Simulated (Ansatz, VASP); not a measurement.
Two plane-wave programs on TaN

The input INCAR:

```
  ALGO = Normal
  EDIFF = 1E-8
  ENCUT = 520
  GGA = CA
  ISIF = 2
  ISMEAR = -1
  LASPH = T
  LCHARG = F
  LEFG = T
  LREAL = F
  LWAVE = F
  NBANDS = 24
  NELM = 60
  PREC = Accurate
  SIGMA = 0.03
```

The input KPOINTS:

```
k-points
0
Gamma
  9 9 5
```

Contents of POSCAR:

```
TaN
1.0
    3.0500010905      0.0000000000      0.0000000000
   -1.5250005453      2.6413784260      0.0000000000
    0.0000000000      0.0000000000      4.8906000000
Ta N
2 2
Direct
    0.3333333333      0.6666666667      0.0000000000
    0.6666666667      0.3333333333      0.5000000000
    0.3333333333      0.6666666667      0.3850000000
    0.6666666667      0.3333333333      0.8850000000
```

Input for Ansatz:

```yaml
crystal:
  lattice:
    - [3.0500010905, 0.0, 0.0]
    - [-1.5250005453, 2.641378426, 0.0]
    - [0.0, 0.0, 4.8906]
  atoms:
    - { symbol: Ta, position: [0.3333333333, 0.6666666667, 0.0] }
    - { symbol: Ta, position: [0.6666666667, 0.3333333333, 0.5] }
    - { symbol: "N", position: [0.3333333333, 0.6666666667, 0.385] }
    - { symbol: "N", position: [0.6666666667, 0.3333333333, 0.885] }
kpoints:
  mp_grid: { grid: [9, 9, 5] }
scf:
  occupations: { method: fermi_dirac, width: 0.03 }
hamiltonian:
  xc: lda
  pseudopotentials: { kind: paw }
output:
  forces: true
  stress: true
  eigenvalues: true
  efg: { contact_densities: true }
```

Change from the starting cell: zz strain of -1 %, PAW files.

Alike in both runs: task electric field gradients; functional LDA; k mesh 9 × 9 × 5; occupations fermi-dirac, width 0.03 eV; no spin polarisation.

|  | VASP | Ansatz |
| --- | --- | --- |
| version | VASP 6.6.1 | Ansatz 0.2.0 |
| potentials or method | VASP PAW LDA potentials, release 64 (Ta_pv, N) | PAW with Ansatz's default frozen-core files, scalar-relativistic |
| plane-wave cutoff (eV) | 520 | 420 |
| valence electrons in the cell | 32 | 36 |

VASP gave:

```
pressure (GPa)                                                : 129.0
traceless stress, the component that is largest in VASP (GPa) : -14.28
rms of the force components (eV/Å)                            : 0.994
size of Vzz on the site where it differs most (V/Å²)          : 112.8
```

Question: Which values does Ansatz return?

Answer: Pressure (GPa): 124.6; traceless stress, the component that is largest in VASP (GPa): -13.81; rms of the force components (eV/Å): 0.996; size of Vzz on the site where it differs most (V/Å²): 118.3.

LDA's correlation is that of Perdew and Zunger in VASP and of Perdew and Wang (1992) in Ansatz. Atom by atom the forces differ by 0.001 eV/Å (rms over components). Both programs put the cell under a high pressure, so it lies far from rest at this level. VASP's potentials hold 32 valence electrons a cell and Ansatz's 36, so a difference there can come from the potentials and not from the codes.

Spin-orbit coupling is off throughout. Noted on VASP's run: the cell as given lies far from equilibrium.
